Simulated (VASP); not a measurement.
# BaTe in VASP: a series of runs

Runs on BaTe. Level: LDA. Tasks: single point.

Everything below comes from runs of VASP 6.6.1. Logs are shortened: lines on timing, memory, paths and dates and some standing lists are left out, and cuts for length are marked.

### Step 1. The cell of the first run

It takes space group Pm-3m (No. 221, cubic). The conventional cell has a = 3.911 Å, b = 3.911 Å, c = 3.911 Å, α = 90.00°, β = 90.00°, γ = 90.00°. Within 4.5 Å of Ba (site symmetry m-3m) lie 8 Te at 3.39 Å and 6 Ba at 3.91 Å. Te (site symmetry m-3m) has 8 Ba at 3.39 Å and 6 Te at 3.91 Å within 4.5 Å.

### Step 2. Single point, LDA (strain -0.050 along x and y, -0.050 along z)

Contents of INCAR:

```
SYSTEM = BaTe
PREC     = Accurate       ! precision mode
ENCUT    = 520            ! plane-wave cutoff, eV
EDIFF    = 1E-6           ! SCF threshold, eV
ISMEAR   = 0              ! smearing method
SIGMA    = 0.05           ! smearing width, eV
LREAL    = .False.        ! projectors in reciprocal space
LASPH    = .True.         ! aspherical terms in the spheres
NELM     = 100            ! most SCF steps
ALGO     = Normal         ! electronic algorithm
ISIF     = 2              ! what is computed and relaxed
LWAVE    = .False.        ! write WAVECAR
LCHARG   = .False.        ! write CHGCAR
GGA      = CA             ! functional
NBANDS   = 15             ! bands
```

Contents of KPOINTS:

```
Automatic mesh
0
Gamma
  8 8 8
  0 0 0
```

Contents of POSCAR:

```
BaTe
1.0
    3.9108466897      0.0000000000      0.0000000000
    0.0000000000      3.9108466897      0.0000000000
    0.0000000000      0.0000000000      3.9108466897
Ba Te
1 1
Direct
    0.0000000000      0.0000000000      0.0000000000
    0.5000000000      0.5000000000      0.5000000000
```

Potentials or basis: VASP PAW LDA potentials, release 64 (Ba_sv, Te).

Command:

```sh
$ cat potpaw_LDA.64/Ba_sv/POTCAR potpaw_LDA.64/Te/POTCAR > POTCAR
$ mpirun -np 1 vasp_std > vasp.out
```

OUTCAR:

```text
SYSTEM = BaTe
   PREC = Accurate
   ENCUT = 520
   EDIFF = 1E-6
   ISMEAR = 0
   LREAL = .False.
   LASPH = .True.
   NELM = 100
   ISIF = 2
   GGA = CA

 ion  position               nearest neighbor table
   1  0.000  0.000  0.000-   2 3.39   2 3.39   2 3.39   2 3.39   2 3.39   2 3.39   2 3.39   2 3.39

   2  0.500  0.500  0.500-   1 3.39   1 3.39   1 3.39   1 3.39   1 3.39   1 3.39   1 3.39   1 3.39

  LATTYP: Found a simple cubic cell.
 ALAT       =     3.9108466897

  Lattice vectors:

 A1 = (   3.9108466897,   0.0000000000,   0.0000000000)
 A2 = (   0.0000000000,   3.9108466897,   0.0000000000)
 A3 = (   0.0000000000,   0.0000000000,   3.9108466897)

Analysis of symmetry for initial positions (statically):
=====================================================================
 Subroutine PRICEL returns:
 Original cell was already a primitive cell.

 Routine SETGRP: Setting up the symmetry group for a
 simple cubic supercell.

 Subroutine GETGRP returns: Found 48 space group operations
 (whereof 48 operations were pure point group operations)
 out of a pool of 48 trial point group operations.

The static configuration has the point symmetry O_h .

Analysis of symmetry for dynamics (positions and initial velocities):
=====================================================================
 Subroutine PRICEL returns:
 Original cell was already a primitive cell.

 Routine SETGRP: Setting up the symmetry group for a
 simple cubic supercell.

 Subroutine GETGRP returns: Found 48 space group operations
 (whereof 48 operations were pure point group operations)
 out of a pool of 48 trial point group operations.

The dynamic configuration has the point symmetry O_h .

 Subroutine INISYM returns: Found 48 space group operations
 (whereof 48 operations are pure point group operations),
 and found     1 'primitive' translations

----------------------------------------------------------------------------------------

                                     Primitive cell

  volume of cell :      59.8153

  direct lattice vectors                    reciprocal lattice vectors
     3.910846690  0.000000000  0.000000000     0.255699105  0.000000000  0.000000000
     0.000000000  3.910846690  0.000000000     0.000000000  0.255699105  0.000000000
     0.000000000  0.000000000  3.910846690     0.000000000  0.000000000  0.255699105

  length of vectors
     3.910846690  3.910846690  3.910846690     0.255699105  0.255699105  0.255699105

  position of ions in fractional coordinates (direct lattice)
     0.000000000  0.000000000  0.000000000
     0.500000000  0.500000000  0.500000000

  ion indices of the primitive-cell ions
   primitive index   ion index
[... 82 lines left out ...]
   POTIM  = 0.5000    time-step for ionic-motion
   TEBEG  =    0.0;   TEEND  =   0.0 temperature during run
   PSTRESS=    0.0 pullay stress
   NELECT =      16.0000    total number of electrons
   NUPDOWN=      -1.0000    fix difference up-down
   EMIN   =  10.00;   EMAX   =-10.00  energy-range for DOS
   EFERMI =   0.00;   METHOD = LEGACY
   ISMEAR =     0;   SIGMA  =   0.05  broadening in eV -4-tet -1-fermi 0-gaus
   EFERMI_NEDOS =   21; number of points for ismear=-14 and -15
   IALGO  =     38    algorithm
   IMIX   =      4    mixing-type and parameters
     AMIX     =   0.40;   BMIX     =  1.00
     AMIX_MAG =   1.60;   BMIX_MAG =  1.00
  volume/ion in A,a.u.               =      29.91       201.83
  Fermi-wavevector in a.u.,A,eV,Ry     =   1.054818  1.993316 15.138389  1.112640
  Thomas-Fermi vector in A             =   2.189992
   LORBIT       =      0    0 simple, 1 ext, 2 COOP (PROOUT), +10 PAW based schemes
   GGA     = CA    functional components
   LHFCALC =     F    Hartree Fock is set to
   AEXX    =    0.0000 exact exchange contribution
   IVDW    =     0    specifies the selected vdW correction
   LEPSILON=     F    determine dielectric tensor
   LRPA    =     F    only Hartree local field effects (RPA)
 non-spin polarized calculation
 Gauss-broadening in eV      SIGMA  =   0.05
  energy-cutoff  :      520.00
  volume of cell :       59.82
 maximum number of plane-waves:      1640
 NGX is ok and might be reduce to    30
   NGX = 15   NGY = 15   NGZ = 15

 number of electron      16.0000001 magnetization

 Free energy of the ion-electron system (eV)
  ---------------------------------------------------
  ext. energy  EPLUGINS =         0.00000000
  ---------------------------------------------------
  free energy    TOTEN  =        -9.08515453 eV

  energy without entropy =       -9.08489132  energy(sigma->0) =       -9.08502292

 E-fermi :   5.8341     XC(G=0): -10.1444

 val. band max:        5.7673051724   @ k =   0.0000   0.0000   0.0000
 cond. band min:       5.8727831530   @ k =   0.5000   0.5000   0.0000
 fundamental gap:      0.1054779806
 Fermi energy:         5.8340534567

 k-point     1 :       0.0000    0.0000    0.0000
  band No.  band energies     occupation
      1     -21.9231      2.00000
      2      -6.9117      2.00000
      3      -6.9117      2.00000
      4      -6.9117      2.00000
      5      -5.5043      2.00000
      6       5.5570      2.00000
      7       5.5570      2.00000
      8       5.5570      2.00000
      9       5.7673      1.94096
     10       5.7673      1.94096
     11       9.7741      0.00000
     12      10.9341      0.00000
     13      10.9341      0.00000
     14      10.9341      0.00000
[... 401 lines left out ...]
      2      -7.8098      2.00000
      3      -7.5777      2.00000
      4      -6.8261      2.00000
      5      -4.4875      2.00000
      6       2.9484      2.00000
      7       3.1978      2.00000
      8       4.9080      2.00000
      9       7.1465      0.00000
     10       8.8721      0.00000
     11       9.0953      0.00000
     12      10.5993      0.00000
     13      12.2939      0.00000
     14      13.8482      0.00000
     15      14.5466      0.00000

 [... further k-points ...]
[... 5 lines left out ...]
  --------------------------------------------------------------------------------------
  -------------------------------------------------------------------------------------
  Total        3.6462323      3.6462323      3.6462323     -0.0000000      0.0000000     -0.0000000
  in kB       97.6658059     97.6658059     97.6658059     -0.0000000      0.0000000     -0.0000000
  external PRESSURE =      97.6658059 kB  Pullay stress =       0.0000000 kB

 VOLUME and BASIS-vectors are now :
 -----------------------------------------------------------------------------
  energy-cutoff  :      520.00
  volume of cell :       59.82
      direct lattice vectors                 reciprocal lattice vectors
     3.910846690  0.000000000  0.000000000     0.255699105  0.000000000  0.000000000
     0.000000000  3.910846690  0.000000000     0.000000000  0.255699105  0.000000000
     0.000000000  0.000000000  3.910846690     0.000000000  0.000000000  0.255699105

 POSITION                                       TOTAL-FORCE (eV/Angst)
 -----------------------------------------------------------------------------------
      0.00000      0.00000      0.00000         0.000000      0.000000      0.000000
      1.95542      1.95542      1.95542         0.000000      0.000000      0.000000
 -----------------------------------------------------------------------------------
    total drift:                                0.000000     -0.000000     -0.000000

  FREE ENERGIE OF THE ION-ELECTRON SYSTEM (eV)
  ---------------------------------------------------
  free  energy   TOTEN  =        -9.0851545281 eV

  energy  without entropy=       -9.0848913197  energy(sigma->0) =       -9.08502292
```

OSZICAR:

```text
N       E                     dE             d eps       ncg     rms          rms(c)
DAV:   1     0.754168094493E+02    0.75417E+02   -0.67055E+03  1050   0.930E+02
DAV:   2    -0.533886740750E+01   -0.80756E+02   -0.74042E+02  1442   0.165E+02
DAV:   3    -0.912582481603E+01   -0.37870E+01   -0.37536E+01  1417   0.363E+01
DAV:   4    -0.920553460234E+01   -0.79710E-01   -0.79687E-01  1330   0.547E+00
DAV:   5    -0.920744954649E+01   -0.19149E-02   -0.19149E-02  1410   0.717E-01    0.580E+00
DAV:   6    -0.910849694334E+01    0.98953E-01   -0.68205E-02  1246   0.183E+00    0.361E+00
DAV:   7    -0.908717688485E+01    0.21320E-01   -0.72434E-02  1391   0.171E+00    0.570E-01
DAV:   8    -0.908525397004E+01    0.19229E-02   -0.12724E-02  1176   0.746E-01    0.164E-01
DAV:   9    -0.908515241473E+01    0.10156E-03   -0.76681E-04  1253   0.203E-01    0.738E-02
DAV:  10    -0.908516761240E+01   -0.15198E-04   -0.58164E-05  1365   0.529E-02    0.305E-02
DAV:  11    -0.908515418476E+01    0.13428E-04   -0.48607E-05  1197   0.423E-02    0.157E-02
DAV:  12    -0.908515452814E+01   -0.34337E-06   -0.52835E-06  1274   0.136E-02
   1 F= -.90851545E+01 E0= -.90850229E+01  d E =-.263208E-03
```

Wall time 21 s (1 thread of Intel Xeon Platinum 8259CL at 2.50GHz (Skylake/Cascade Lake), shared host); peak memory 0.17 GiB.

Results:

| Quantity | Value |
| --- | --- |
| Free energy | -9.0852 eV |
| Pressure | 9.8 GPa |
| Band gap on the k mesh | zero (band 8 reaches 5.87 eV, above the bottom of band 9 at 5.77 eV) |

Caveat: the cell differs from its parent crystal (strain -0.050 along x and y, -0.050 along z); spin-orbit coupling is left out, which moves the levels of the heavy elements.

(Part 1 of 2 ends here.)
